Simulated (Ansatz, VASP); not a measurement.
One calculation of Hg, two programs

```
Hg
1.0
     2.07840    1.19996    1.97474
    -2.07840    1.19996    1.97474
     0.00000   -2.39993    1.97474
Hg
1
Direct
  0.00000 0.00000 0.00000
```

Alike in both runs: task single point; functional PBE; k mesh 10 × 10 × 10; no spin polarisation.

|  | VASP | Ansatz |
| --- | --- | --- |
| version | VASP 6.6.1 | Ansatz 0.2.0 |
| potentials or method | VASP PAW PBE potentials, release 64 (Hg), cutoff 520 eV | plane waves (420 eV) with PAW, scalar-relativistic |
| occupations | methfessel-paxton of order 1, width 0.3 eV | cold, width 0.3 eV |
| valence electrons in the cell | 12 | 20 |

|  | VASP | Ansatz | Ansatz less VASP |
| --- | --- | --- | --- |
| pressure (GPa) | 0.1 | -0.1 | -0.14 |
| traceless stress, the component that is largest in VASP (GPa) | -0.16 | -0.14 | +0.019 |

VASP's potentials hold 12 valence electrons a cell and Ansatz's 20, so a difference there can come from the potentials and not from the codes.

Neither program's run includes spin-orbit coupling.
